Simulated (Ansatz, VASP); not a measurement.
## CdS: VASP beside Ansatz

INCAR

```
SYSTEM = CdS
PREC     = Accurate       ! precision mode
ENCUT    = 600            ! plane-wave cutoff, eV
EDIFF    = 1E-6           ! SCF threshold, eV
ISMEAR   = 0              ! smearing method
SIGMA    = 0.02           ! smearing width, eV
LREAL    = .FALSE.        ! projectors in reciprocal space
LASPH    = .TRUE.         ! aspherical terms in the spheres
NELM     = 100            ! most SCF steps
ALGO     = Normal         ! electronic algorithm
ISIF     = 3              ! what is computed and relaxed
LWAVE    = .FALSE.        ! write WAVECAR
LCHARG   = .FALSE.        ! write CHGCAR
GGA      = PE             ! functional
IBRION   = 2              ! ionic algorithm
NSW      = 100            ! ionic steps
EDIFFG   = -0.002         ! ionic threshold
```

KPOINTS

```
regular mesh
0
G
  9 9 4
  0 0 0
```

POSCAR

```
CdS
1.0
    4.1370000000      0.0000000000      0.0000000000
   -2.0685000000      3.5827470955      0.0000000000
    0.0000000000      0.0000000000      6.7160000000
Cd S
2 2
Direct
    0.3333333333      0.6666666667      0.0000000000
    0.6666666667      0.3333333333      0.5000000000
    0.3333333333      0.6666666667      0.3770000000
    0.6666666667      0.3333333333      0.8770000000
```

Input for Ansatz:

```yaml
crystal:
  lattice:
    - [4.137, 0.0, 0.0]
    - [-2.0685, 3.5827470955, 0.0]
    - [0.0, 0.0, 6.716]
  atoms:
    - { symbol: Cd, position: [0.3333333333, 0.6666666667, 0.0] }
    - { symbol: Cd, position: [0.6666666667, 0.3333333333, 0.5] }
    - { symbol: S, position: [0.3333333333, 0.6666666667, 0.377] }
    - { symbol: S, position: [0.6666666667, 0.3333333333, 0.877] }
basis:
  ecutwfc: 420
kpoints:
  mp_grid: { grid: [9, 9, 4] }
hamiltonian:
  xc: pbe
  pseudopotentials: { kind: paw, azcp: { folder: soft_1 } }
scf:
  occupations: { method: gaussian, width: 0.02 }
output:
  forces: true
  stress: true
  eigenvalues: true
  write_density: true
  write_potential: true
  elf: true
  volumetric_format: npy
relax:
  adjacent_minimum: "off"
  f_tol: 0.002
  max_steps: 80
  cell: { stress_tol: 0.02 }
```

Alike in both runs: task relaxation of cell and atoms; functional PBE; k mesh 9 × 9 × 4; occupations gaussian, width 0.02 eV; no spin polarisation.

|  | VASP | Ansatz |
| --- | --- | --- |
| version | VASP 6.6.1 | Ansatz 0.2.0 |
| potentials or method | VASP PAW PBE potentials, release 64 (Cd, S), cutoff 600 eV | scalar-relativistic, plane waves, PAW |
| valence electrons in the cell | 36 | 52 |

Ansatz gave:

```
gap on the k mesh at the Fermi level, each at its own relaxed structure (eV) : 1.11
relaxed volume (Å³/atom)                                                     : 26.04
relaxed cell length with the largest relative difference (Å)                 : 4.196
```

Question: What did VASP give for the same quantities?

Answer: gap on the k mesh at the Fermi level, each at its own relaxed structure (eV): 1.10; relaxed volume (Å³/atom): 26.17; relaxed cell length with the largest relative difference (Å): 4.204.

VASP's potentials hold 36 valence electrons a cell and Ansatz's 52, so a difference there can come from the potentials and not from the codes.
